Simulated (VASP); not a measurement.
A run of VASP 6.6.1 is set up as follows.

File INCAR:

```
SYSTEM = Sn
ALGO = Normal
EDIFF = 1E-7
ENCUT = 520
GGA = PE
ISIF = 2
ISMEAR = 0
ISPIN = 2
LASPH = .True.
LCHARG = .False.
LORBIT = 11
LREAL = .False.
LWAVE = .False.
MAGMOM = 0.5 0.5
NBANDS = 25
NELM = 150
PREC = Accurate
SIGMA = 0.05
```

The input KPOINTS:

```
k-points
0
Gamma
  1 1 14
  0 0 0
```

The input POSCAR:

```
Sn
1.0
   10.2000000000      0.0000000000      0.0000000000
    0.0000000000      9.3000000000      0.0000000000
    0.0000000000      0.0000000000      4.6471754039
Sn
2
Direct
    0.4283798827      0.5000000000      0.0000000000
    0.5716201173      0.5000000000      0.5000000000
```

Potentials or basis: VASP PAW PBE potentials, release 64 (Sn_d).

Command:

```sh
$ cat potpaw_PBE.64/Sn_d/POTCAR > POTCAR
$ mpirun -np 1 vasp_std > vasp.out
```

(1) Estimate the net moment.

Results:

(1) 0.00 μB per cell.
